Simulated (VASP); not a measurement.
A run of VASP 6.6.1 is set up as follows.

INCAR

```
SYSTEM = Be2Te
ALGO = Normal
EDIFF = 1E-6
ENCUT = 520
GGA = PE
ISIF = 2
ISMEAR = 0
LASPH = .TRUE.
LCHARG = .TRUE.
LELF = .TRUE.
LREAL = .FALSE.
LVHAR = .TRUE.
LWAVE = .FALSE.
NBANDS = 12
NELM = 60
PREC = Accurate
SIGMA = 0.1
```

File KPOINTS:

```
k-points
0
G
  12 12 12
  0 0 0
```

File POSCAR:

```
Be2Te
1.0
    1.8835918221      1.0874922455      4.0890788759
   -1.8835918221      1.0874922455      4.0890788759
    0.0000000000     -2.1749844911      4.0890788759
Be Te
2 1
Direct
    0.2076380091      0.2076380091      0.2076380091
    0.4540835722      0.4540835722      0.4540835722
    0.0049784186      0.0049784186      0.0049784186
```

Potentials or basis: VASP PAW PBE potentials, release 64 (Be, Te).

Launch:

```console
$ cat potpaw_PBE.64/Be/POTCAR potpaw_PBE.64/Te/POTCAR > POTCAR
$ mpirun -np 1 vasp_std > vasp.out
```

(1) Predict the band gap on the k mesh.

(2) What does it give for the pressure?

(3) Predict the largest force.

## Answers

(1) zero (bands 5 and 6 overlap by 2.89 eV).

(2) 0.1 GPa.

(3) 0.021 eV/Å.

Caveat: spin-orbit coupling is left out, which moves the levels of the heavy elements.
